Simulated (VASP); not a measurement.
# W (R-3m) in VASP: a series of runs, part 2 of 2

VASP 6.6.1.

**3. Single point, LDA (16.66 Å³/atom)**

Contents of INCAR:

```
SYSTEM = W
ALGO     = Fast           ! electronic algorithm
EDIFF    = 1E-7           ! SCF threshold, eV
ENCUT    = 520            ! plane-wave cutoff, eV
GGA      = CA             ! functional
ISIF     = 2              ! what is computed and relaxed
ISMEAR   = 0              ! smearing method
LASPH    = .True.         ! aspherical terms in the spheres
LCHARG   = .False.        ! write CHGCAR
LREAL    = .False.        ! projectors in reciprocal space
LWAVE    = .False.        ! write WAVECAR
NBANDS   = 13             ! bands
NELM     = 60             ! most SCF steps
PREC     = Accurate       ! precision mode
SIGMA    = 0.15           ! smearing width, eV
```

Contents of KPOINTS:

```
k-points
0
Gamma
  22 22 22
  0 0 0
```

Contents of POSCAR:

```
W
1.0
   -2.4785386872      1.7132565952      1.7132565952
    1.7132565952     -2.4785386872      1.7132565952
    1.7132565952      1.7132565952     -2.4785386872
W
1
Direct
    0.0000000000      0.0000000000      0.0000000000
```

Potentials or basis: VASP PAW LDA potentials, release 64 (W_sv).

Run with:

```
cat potpaw_LDA.64/W_sv/POTCAR > POTCAR
mpirun -np 1 vasp_std > vasp.out
```

It took 4.6 min on 1 thread of AMD EPYC 9R45 (Zen 5), shared host; peak memory 0.29 GiB.

Results (log left out):

```yaml
Free_energy: 3.0559 eV
Pressure: 323.3 GPa
Band_gap_on_the_k_mesh: zero (bands 7 and 8 overlap by 8.51 eV)
```

Stress tensor (GPa, compression positive):
```
323.28 337.01 337.01
337.01 323.28 337.01
337.01 337.01 323.28
```

Levels at points of the mesh, in eV from the Fermi level:
| k point | band 4 | band 5 | band 6 | band 7 | band 8 | band 9 | band 10 | band 11 |
| --- | --- | --- | --- | --- | --- | --- | --- | --- |
| (0.00, 0.00, 0.00) | -29.47 | -10.33 | -4.74 | -4.74 | -3.90 | 7.77 | 15.05 | 15.05 |
| (0.50, 0.00, 0.00) | -36.07 | -10.73 | -10.45 | 3.93 | 4.40 | 6.20 | 7.92 | 13.33 |
| (0.50, 0.50, 0.00) | -29.47 | -8.14 | -5.57 | -2.19 | -1.89 | 1.63 | 7.03 | 14.98 |
| (0.50, 0.50, 0.50) | -36.12 | -10.81 | -10.81 | 4.61 | 4.61 | 9.02 | 11.66 | 11.66 |

Caveat: atoms lie so close that the PAW spheres overlap strongly, which falsifies energies and pressures; the cell stands under pressure; spin-orbit coupling is left out, which moves the levels of the heavy elements.

**4. Single point, LDA (16.66 Å³/atom)**

Contents of INCAR:

```
SYSTEM = W
  PREC = Accurate
  ENCUT = 520
  EDIFF = 1E-7
  ISMEAR = 0
  SIGMA = 0.15
  LREAL = .False.
  LASPH = .True.
  NELM = 100
  ALGO = Fast
  ISIF = 2
  LWAVE = .False.
  LCHARG = .False.
  NBANDS = 13
```

Contents of KPOINTS:

```
Automatic mesh
0
Gamma
  22 22 22
  0 0 0
```

Contents of POSCAR:

```
W
1.0
   -1.1807188838      1.6383472932      1.6383472932
    1.6383472932     -1.1807188838      1.6383472932
    1.6383472932      1.6383472932     -1.1807188838
W
1
Direct
    0.0000000000      0.0000000000      0.0000000000
```

Potentials or basis: VASP PAW LDA potentials, release 64 (W_sv).

Run with:

```
cat potpaw_LDA.64/W_sv/POTCAR > POTCAR
mpirun -np 1 vasp_std > vasp.out
```

OUTCAR:

```text
SYSTEM = W
   PREC = Accurate
   ENCUT = 520
   EDIFF = 1E-7
   ISMEAR = 0
   LREAL = .False.
   LASPH = .True.
   NELM = 100
   ISIF = 2

 ion  position               nearest neighbor table
   1  0.000  0.000  0.000-

  LATTYP: Found a trigonal (rhomboedric) cell.
 ALAT       =     2.6004731856
 COS(alpha) =    -0.1751837620

  Lattice vectors:

 A1 = (  -1.1807188838,   1.6383472932,   1.6383472932)
[... 564 lines left out ...]
     12      24.8005      0.00000
     13      29.3990      0.00000

 [... further k-points ...]

------------------------ aborting loop because EDIFF is reached ----------------------------------------

  FORCE on cell =-STRESS in cart. coord.  units (eV):
  Direction    XX          YY          ZZ          XY          YZ          ZX
  --------------------------------------------------------------------------------------
  -------------------------------------------------------------------------------------
  Total        0.0581208      0.0581208      0.0581208     -1.5582988     -1.5582988     -1.5582988
  in kB        5.5904338      5.5904338      5.5904338   -149.8871950   -149.8871950   -149.8871950
  external PRESSURE =       5.5904338 kB  Pullay stress =       0.0000000 kB

 VOLUME and BASIS-vectors are now :
 -----------------------------------------------------------------------------
  energy-cutoff  :      520.00
  volume of cell :       16.66
      direct lattice vectors                 reciprocal lattice vectors
    -1.180718884  1.638347293  1.638347293    -0.077450007  0.277277387  0.277277387
     1.638347293 -1.180718884  1.638347293     0.277277387 -0.077450007  0.277277387
     1.638347293  1.638347293 -1.180718884     0.277277387  0.277277387 -0.077450007

 POSITION                                       TOTAL-FORCE (eV/Angst)
 -----------------------------------------------------------------------------------
      0.00000      0.00000      0.00000         0.000000      0.000000      0.000000
 -----------------------------------------------------------------------------------
    total drift:                               -0.000000     -0.000000      0.000000

  FREE ENERGIE OF THE ION-ELECTRON SYSTEM (eV)
  ---------------------------------------------------
  free  energy   TOTEN  =       -13.1873906877 eV

  energy  without entropy=      -13.1813736923  energy(sigma->0) =      -13.18438219
```

OSZICAR:

```text
N       E                     dE             d eps       ncg     rms          rms(c)
DAV:   1     0.860687852545E+02    0.86069E+02   -0.74787E+03 26664   0.121E+03
DAV:   2    -0.120229639247E+02   -0.98092E+02   -0.93968E+02 29749   0.315E+02
DAV:   3    -0.137075357011E+02   -0.16846E+01   -0.16787E+01 30109   0.406E+01
DAV:   4    -0.137150365144E+02   -0.75008E-02   -0.75006E-02 29884   0.299E+00
DAV:   5    -0.137151067422E+02   -0.70228E-04   -0.70227E-04 30399   0.273E-01    0.204E+01
RMM:   6    -0.132967972820E+02    0.41831E+00   -0.31630E-01 29255   0.507E+00    0.888E+00
RMM:   7    -0.131911135409E+02    0.10568E+00   -0.21407E-01 29509   0.421E+00    0.489E-01
RMM:   8    -0.131873728668E+02    0.37407E-02   -0.11166E-02 32848   0.117E+00    0.186E-01
RMM:   9    -0.131873684434E+02    0.44234E-05   -0.18849E-03 32571   0.526E-01    0.580E-02
RMM:  10    -0.131873848762E+02   -0.16433E-04   -0.25610E-04 35285   0.197E-01    0.770E-03
RMM:  11    -0.131873887438E+02   -0.38676E-05   -0.62107E-05 34225   0.954E-02    0.403E-03
RMM:  12    -0.131873902924E+02   -0.15485E-05   -0.16087E-05 34939   0.465E-02    0.182E-03
RMM:  13    -0.131873905642E+02   -0.27181E-06   -0.36089E-06 32127   0.217E-02    0.712E-04
RMM:  14    -0.131873906646E+02   -0.10045E-06   -0.10532E-06 25970   0.115E-02    0.687E-04
RMM:  15    -0.131873906877E+02   -0.23127E-07   -0.23164E-07 21747   0.529E-03
   1 F= -.13187391E+02 E0= -.13184382E+02  d E =-.601700E-02
```

Run time: 1.8 min. Hardware: 1 thread of AMD EPYC 9R45 (Zen 5), shared host; peak memory 0.26 GiB.

What came out:

```
Free energy            : -13.1874 eV
Pressure               : 0.6 GPa
Band gap on the k mesh : zero (bands 7 and 8 overlap by 2.96 eV)
```

Stress tensor (GPa, compression positive):
```
  0.56 -14.99 -14.99
-14.99   0.56 -14.99
-14.99 -14.99   0.56
```

Caveat: spin-orbit coupling is left out, which moves the levels of the heavy elements.

**5. The runs side by side**

| cell | gap on the mesh (eV) | pressure (GPa) |
| --- | --- | --- |
| a = 3.082 Å, angles 114.8°, 1 atom | none | 35.3 |
| a = 3.466 Å, angles 117.6°, 1 atom | none | 323.3 |
| a = 2.600 Å, angles 100.1°, 1 atom | none | 0.6 |

Alike in all rows: task single point; level LDA; potentials or basis VASP PAW LDA potentials, release 64 (W_sv); no spin polarisation; k mesh 22 × 22 × 22; cutoff (eV) 520; smearing gaussian 0.15 eV.

Caveats: spin-orbit coupling is left out, which moves the levels of the heavy elements; the cell stands under pressure (at least some runs); atoms lie so close that the PAW spheres overlap strongly, which falsifies energies and pressures (at least some runs).

Total energies depend on the potentials used, so only differences within one code and one set of settings carry meaning.
